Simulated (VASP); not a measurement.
# Si6N in VASP: single point with PBE

Aim: the single point of Si6N with PBE.

Program: VASP 6.6.1. These are calculated values, not measurements. Logs are shortened: lines on timing, memory, paths and dates and some standing lists are left out, and cuts for length are marked.

### Step 1. The cell of the first run

The cell holds a slab with vacuum, 7 atoms: a = 3.851 Å, b = 3.851 Å, c = 22.533 Å, α = 90.00°, β = 90.00°, γ = 120.00°.

### Step 2. Single point, PBE, collinear spin, ferromagnetic start

INCAR

```
SYSTEM = Si6N
PREC = Accurate
ENCUT = 520
EDIFF = 1E-7
ISMEAR = 0
SIGMA = 0.05
LREAL = .FALSE.
LASPH = .TRUE.
NELM = 150
ALGO = Normal
ISIF = 2
LWAVE = .FALSE.
LCHARG = .TRUE.
ISPIN = 2
MAGMOM = 0 0 0 0 0 0 3
LORBIT = 11
LDIPOL = .TRUE.
IDIPOL = 3
DIPOL = 0.5 0.5 0.366
GGA = PE
LELF = .TRUE.
LVHAR = .TRUE.
LVACPOTAV = .TRUE.
NBANDS = 28
```

KPOINTS

```
regular mesh
0
G
  9 9 1
  0 0 0
```

POSCAR

```
Si6N
1.0
    3.8512806261      0.0000000000      0.0000000000
   -1.9256403131      3.3353068593      0.0000000000
    0.0000000000      0.0000000000     22.5327139716
Si N
6 1
Direct
    0.6666666667      0.3333333334      0.1775196723
    0.3333333333      0.6666666667      0.2130730340
    0.3333333333      0.6666666667      0.3187592658
    0.6666666667      0.3333333334      0.3526875901
    0.6666666667      0.3333333334      0.4598337302
    0.3333333333      0.6666666667      0.4896309422
    0.6666666667      0.8333333333      0.5480062828
```

Potentials or basis: VASP PAW PBE potentials, release 64 (Si, N).

The run is started by

```sh
$ cat potpaw_PBE.64/Si/POTCAR potpaw_PBE.64/N/POTCAR > POTCAR
$ mpirun -np 1 vasp_std > vasp.out
```

OUTCAR:

```text
SYSTEM = Si6N
   PREC = Accurate
   ENCUT = 520
   EDIFF = 1E-7
   ISMEAR = 0
   LREAL = .FALSE.
   LASPH = .TRUE.
   NELM = 150
   ISIF = 2
   ISPIN = 2
   LORBIT = 11
   GGA = PE

 ion  position               nearest neighbor table
   1  0.667  0.333  0.178-   2 2.36   2 2.36   2 2.36
   2  0.333  0.667  0.213-   1 2.36   1 2.36   1 2.36   3 2.38
   3  0.333  0.667  0.319-   4 2.35   4 2.35   4 2.35   2 2.38
   4  0.667  0.333  0.353-   3 2.35   3 2.35   3 2.35   5 2.41
   5  0.667  0.333  0.460-   6 2.32   6 2.32   6 2.32   4 2.41
   6  0.333  0.667  0.490-   7 1.72   5 2.32   5 2.32   5 2.32
   7  0.667  0.833  0.548-   6 1.72

  LATTYP: Found a hexagonal cell.
 ALAT       =     3.8512806261
 C/A-ratio  =     5.8507068581

  Lattice vectors:

 A1 = (   3.8512806261,   0.0000000000,   0.0000000000)
 A2 = (  -1.9256403131,   3.3353068593,   0.0000000000)
 A3 = (   0.0000000000,   0.0000000000,  22.5327139716)

Analysis of symmetry for initial positions (statically):
=====================================================================
 Subroutine PRICEL returns:
 Original cell was already a primitive cell.

 Routine SETGRP: Setting up the symmetry group for a
 hexagonal supercell.

 Subroutine GETGRP returns: Found  2 space group operations
 (whereof  2 operations were pure point group operations)
 out of a pool of 24 trial point group operations.

The static configuration has the point symmetry C_1h.

Analysis of symmetry for dynamics (positions and initial velocities):
=====================================================================
 Subroutine PRICEL returns:
 Original cell was already a primitive cell.

 Routine SETGRP: Setting up the symmetry group for a
 hexagonal supercell.

 Subroutine GETGRP returns: Found  2 space group operations
 (whereof  2 operations were pure point group operations)
 out of a pool of 24 trial point group operations.

The dynamic configuration has the point symmetry C_1h.

Analysis of structural, dynamic, and magnetic symmetry:
=====================================================================
 Subroutine PRICEL returns:
 Original cell was already a primitive cell.

 Routine SETGRP: Setting up the symmetry group for a
 hexagonal supercell.

 Subroutine GETGRP returns: Found  2 space group operations
 (whereof  2 operations were pure point group operations)
 out of a pool of 24 trial point group operations.

The overall configuration has the point symmetry C_1h.

 Subroutine INISYM returns: Found  2 space group operations
 (whereof  2 operations are pure point group operations),
 and found     1 'primitive' translations

----------------------------------------------------------------------------------------

                                     Primitive cell

  volume of cell :     289.4373

  direct lattice vectors                    reciprocal lattice vectors
     3.851280626  0.000000000  0.000000000     0.259653891  0.149911244  0.000000000
    -1.925640313  3.335306859  0.000000000     0.000000000  0.299822488  0.000000000
     0.000000000  0.000000000 22.532713972     0.000000000  0.000000000  0.044379918

  length of vectors
     3.851280626  3.851280626 22.532713972     0.299822488  0.299822488  0.044379918

  position of ions in fractional coordinates (direct lattice)
     0.666666667  0.333333333  0.177519672
     0.333333333  0.666666667  0.213073034
     0.333333333  0.666666667  0.318759266
     0.666666667  0.333333333  0.352687590
     0.666666667  0.333333333  0.459833730
     0.333333333  0.666666667  0.489630942
     0.666666667  0.833333333  0.548006283

  ion indices of the primitive-cell ions
   primitive index   ion index
                 1           1
                 2           2
                 3           3
                 4           4
                 5           5
                 6           6
                 7           7

[... 54 lines left out ...]
   total plane-waves  NPLWV = 151200
   dimension x,y,z NGX =    30 NGY =   30 NGZ =  168
   dimension x,y,z NGXF=    60 NGYF=   60 NGZF=  336
   ions per type =               6   1
   NGX,Y,Z   is equivalent  to a cutoff of  12.95, 12.95, 12.40 a.u.
   NGXF,Y,Z  is equivalent  to a cutoff of  25.90, 25.90, 24.79 a.u.
 SYSTEM =  Si6N
   PREC   = accura    normal or accurate (medium, high low for compatibility)
   ISTART =      0    job   : 0-new  1-cont  2-samecut
   ICHARG =      2    charge: 1-file 2-atom 10-const
   ISPIN  =      2    spin polarized calculation?
   LNONCOLLINEAR =      F non collinear calculations
   LSORBIT =      F    spin-orbit coupling
   LASPH  =      T    aspherical Exc in radial PAW
   ENCUT  =  520.0 eV  38.22 Ry    6.18 a.u.   7.16  7.16 41.90*2*pi/ulx,y,z
   NELM   =    150;   NELMIN=  2; NELMDL= -5     # of ELM steps
   EDIFF  = 0.1E-06   stopping-criterion for ELM
   LREAL  =      F    real-space projection
   EDIFFG = 0.1E-05   stopping-criterion for IOM
   NSW    =      0    number of steps for IOM
   IBRION =     -1    ionic relax: 0-MD 1-quasi-New 2-CG
   NFREE  =      0    steps in history (QN), initial steepest desc. (CG)
   ISIF   =      2    stress and relaxation
   ISYM   =      2    0-nonsym 1-usesym 2-fastsym
   POTIM  = 0.5000    time-step for ionic-motion
   TEBEG  =    0.0;   TEEND  =   0.0 temperature during run
   PSTRESS=    0.0 pullay stress
   NELECT =      29.0000    total number of electrons
   NUPDOWN=      -1.0000    fix difference up-down
   EMIN   =  10.00;   EMAX   =-10.00  energy-range for DOS
   EFERMI =   0.00;   METHOD = LEGACY
   ISMEAR =     0;   SIGMA  =   0.05  broadening in eV -4-tet -1-fermi 0-gaus
   EFERMI_NEDOS =   21; number of points for ismear=-14 and -15
   IALGO  =     38    algorithm
   IMIX   =      4    mixing-type and parameters
     AMIX     =   0.40;   BMIX     =  1.00
     AMIX_MAG =   1.60;   BMIX_MAG =  1.00
  volume/ion in A,a.u.               =      41.35       279.03
  Fermi-wavevector in a.u.,A,eV,Ry     =   0.760366  1.436883  7.866296  0.578156
  Thomas-Fermi vector in A             =   1.859367
   LORBIT       =     11    0 simple, 1 ext, 2 COOP (PROOUT), +10 PAW based schemes
   GGA     = PE    functional components
   LHFCALC =     F    Hartree Fock is set to
   AEXX    =    0.0000 exact exchange contribution
   IVDW    =     0    specifies the selected vdW correction
   LEPSILON=     F    determine dielectric tensor
   LRPA    =     F    only Hartree local field effects (RPA)
 spin polarized calculation
 Gauss-broadening in eV      SIGMA  =   0.05
  energy-cutoff  :      520.00
  volume of cell :      289.44
 maximum number of plane-waves:      7845
 NGX is ok and might be reduce to    30
   NGX = 15   NGY = 15   NGZ = 83

 dipolmoment           0.000000      0.000000     -0.141720 electrons x Angstroem

 number of electron      29.0000000 magnetization       0.8905993

 dipolmoment           0.000000      0.000000      0.157758 electrons x Angstroem

 Free energy of the ion-electron system (eV)
  ---------------------------------------------------
  ext. energy  EPLUGINS =         0.00000000
  ---------------------------------------------------
  free energy    TOTEN  =       -35.94801456 eV

  energy without entropy =      -35.94644934  energy(sigma->0) =      -35.94723195

 E-fermi :  -0.6573     XC(G=0):  -4.8533

 val. band max:       -0.6694326761   @ k =   0.0000   0.1111   0.0000
 cond. band min:      -0.6221241068   @ k =   0.0000   0.4444   0.0000
 fundamental gap:      0.0473085694
 Fermi energy:        -0.6573382518

 spin component 1

 k-point     1 :       0.0000    0.0000    0.0000
  band No.  band energies     occupation
      1     -15.7485      1.00000
      2     -12.3387      1.00000
      3     -11.2626      1.00000
      4     -10.3430      1.00000
      5      -6.3208      1.00000
      6      -4.1582      1.00000
[... 685 lines left out ...]
     25       5.4434      0.00000
     26       5.6770      0.00000

 [... further k-points ...]

 spin component 2

 k-point     1 :       0.0000    0.0000    0.0000
  band No.  band energies     occupation
      1     -14.4480      1.00000
      2     -12.3472      1.00000
      3     -11.2622      1.00000
      4      -9.9583      1.00000
      5      -6.3940      1.00000
      6      -3.9884      1.00000
[... 685 lines left out ...]
     25       5.4286      0.00000
     26       5.5865      0.00000

 [... further k-points ...]

 [bands above 26 left out]

------------------------ aborting loop because EDIFF is reached ----------------------------------------

  FORCE on cell =-STRESS in cart. coord.  units (eV):
  Direction    XX          YY          ZZ          XY          YZ          ZX
  --------------------------------------------------------------------------------------
  -------------------------------------------------------------------------------------
  Total        1.1388660      1.4068961      0.7582964     -0.2321209     -0.2442337     -0.4230304
  in kB        6.3041822      7.7878603      4.1975426     -1.2849030     -1.3519533     -2.3416808
  external PRESSURE =       6.0965284 kB  Pullay stress =       0.0000000 kB

 VOLUME and BASIS-vectors are now :
 -----------------------------------------------------------------------------
  energy-cutoff  :      520.00
  volume of cell :      289.44
      direct lattice vectors                 reciprocal lattice vectors
     3.851280626  0.000000000  0.000000000     0.259653891  0.149911244  0.000000000
    -1.925640313  3.335306859  0.000000000     0.000000000  0.299822488  0.000000000
     0.000000000  0.000000000 22.532713972     0.000000000  0.000000000  0.044379918

 POSITION                                       TOTAL-FORCE (eV/Angst)
 -----------------------------------------------------------------------------------
      1.92564      1.11177      4.00000         0.000216      0.000124      0.461080
     -0.00000      2.22354      4.80111        -0.004085     -0.002359     -0.662694
     -0.00000      2.22354      7.18251         0.004824      0.002785     -0.011928
      1.92564      1.11177      7.94701         0.094161      0.054364      0.207130
      1.92564      1.11177     10.36130         0.122466      0.070706     -0.625110
     -0.00000      2.22354     11.03271        -0.175535     -0.101345      0.581784
      0.96282      2.77942     12.34807        -0.042047     -0.024276      0.049739
 -----------------------------------------------------------------------------------
    total drift:                                0.000024      0.000014      0.000086

  FREE ENERGIE OF THE ION-ELECTRON SYSTEM (eV)
  ---------------------------------------------------
  free  energy   TOTEN  =       -35.9480145569 eV

  energy  without entropy=      -35.9464493376  energy(sigma->0) =      -35.94723195

 vacuum level on the upper side and lower side of the slab         6.158         3.935

 total charge

# of ion       s       p       d       tot
------------------------------------------
    1        0.793   0.846   0.000   1.639
    2        0.756   0.912   0.000   1.668
    3        0.761   0.918   0.000   1.679
    4        0.759   0.917   0.000   1.677
    5        0.778   0.904   0.000   1.682
    6        0.761   0.947   0.000   1.708
    7        1.336   2.159   0.000   3.495
--------------------------------------------------
tot          5.945   7.602   0.000  13.547

 magnetization (x)

# of ion       s       p       d       tot
------------------------------------------
    1       -0.036  -0.173   0.000  -0.209
    2       -0.001  -0.010   0.000  -0.011
    3       -0.006  -0.027   0.000  -0.033
    4        0.004   0.016   0.000   0.020
    5        0.027   0.066   0.000   0.093
    6       -0.006  -0.002   0.000  -0.008
    7        0.021   0.866   0.000   0.887
--------------------------------------------------
tot          0.003   0.736   0.000   0.739
```

Run time: 22 min. Hardware: 1 thread of Intel Xeon 8259CL, shared host; peak memory 0.69 GiB.

Results:

| Item | Value |
| --- | --- |
| Free energy | -35.9480 eV |
| Largest force | 0.663 eV/Å |
| Net moment | 0.89 μB per cell |
| Site moments | Si -0.21, -0.01, -0.03, +0.02, +0.09 (each value once); N +0.89 μB |
| Valence electrons inside the program's atomic spheres | Si 1.64, 1.67, 1.68, 1.71 (each value once); N 3.50 |

Forces on the atoms (eV/Å):
```
Si   0.000  0.000  0.461
Si  -0.004 -0.002 -0.663
Si   0.005  0.003 -0.012
Si   0.094  0.054  0.207
Si   0.122  0.071 -0.625
Si  -0.176 -0.101  0.582
N   -0.042 -0.024  0.050
```

Levels at points of the mesh, in eV from the Fermi level:
Spin up:
| k point | band 11 | band 12 | band 13 | band 14 | band 15 | band 16 | band 17 | band 18 | band 19 | band 20 |
| --- | --- | --- | --- | --- | --- | --- | --- | --- | --- | --- |
| (0.00, 0.00, 0.00) | -1.17 | -0.62 | -0.31 | -0.15 | 0.39 | 0.40 | 1.14 | 1.68 | 2.38 | 2.58 |
Spin down:
```
           k point  band 11  band 12  band 13  band 14  band 15  band 16  band 17  band 18
(0.00, 0.00, 0.00)    -0.85    -0.35    -0.34    -0.32     0.48     1.17     1.67     1.70
```
